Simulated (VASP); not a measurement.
Set up this calculation in VASP 6.6.1, as the native input.

```yaml
Task: single point
Functional: PBEsol
Potentials_or_basis: VASP PAW PBE potentials, release 64 (Ag, Br)
Cutoff: 500 eV
k_mesh: 8 × 8 × 8
Occupations: fermi-dirac, width 0.02 eV
Spin: no spin polarisation
Dipole_correction: no
Further_INCAR_settings: ALGO = Normal; EDIFF = 1e-06; NBANDS = 16
```

The structure of AgBr lies in POSCAR:

```
AgBr
1.0
    0.0000000000      2.8370695401      2.8370695401
    2.8370695401      0.0000000000      2.8370695401
    2.8370695401      2.8370695401      0.0000000000
Ag Br
1 1
Direct
    0.0000000000      0.0000000000      0.0000000000
    0.5000000000      0.5000000000      0.5000000000
```

One way to write it, as run:

INCAR

```
PREC     = Accurate       # precision mode
ENCUT    = 500            # plane-wave cutoff, eV
EDIFF    = 1E-6           # SCF threshold, eV
ISMEAR   = -1             # smearing method
SIGMA    = 0.02           # smearing width, eV
LREAL    = F              # projectors in reciprocal space
LASPH    = T              # aspherical terms in the spheres
NELM     = 120            # most SCF steps
ALGO     = Normal         # electronic algorithm
ISIF     = 2              # what is computed and relaxed
LWAVE    = F              # write WAVECAR
LCHARG   = F              # write CHGCAR
GGA      = PS             # functional
NBANDS   = 16             # bands
GGA_COMPAT= F
```

KPOINTS

```
regular mesh
0
Gamma
  8 8 8
```

Potentials or basis: VASP PAW PBE potentials, release 64 (Ag, Br).

Launch:

```bash
$ cat potpaw_PBE.64/Ag/POTCAR potpaw_PBE.64/Br/POTCAR > POTCAR
$ mpirun -np 1 vasp_std > vasp.out
```

Results of the run:

The pressure is 0.0 GPa. The band gap on the k mesh is 0.50 eV (least direct gap 2.58 eV).

Caveat: the PAW data sets were made with another functional, which shifts forces and pressure a little.

Run time: 23 s on 1 thread of Intel Xeon 8259CL, on a shared host, peak memory 0.18 GiB.
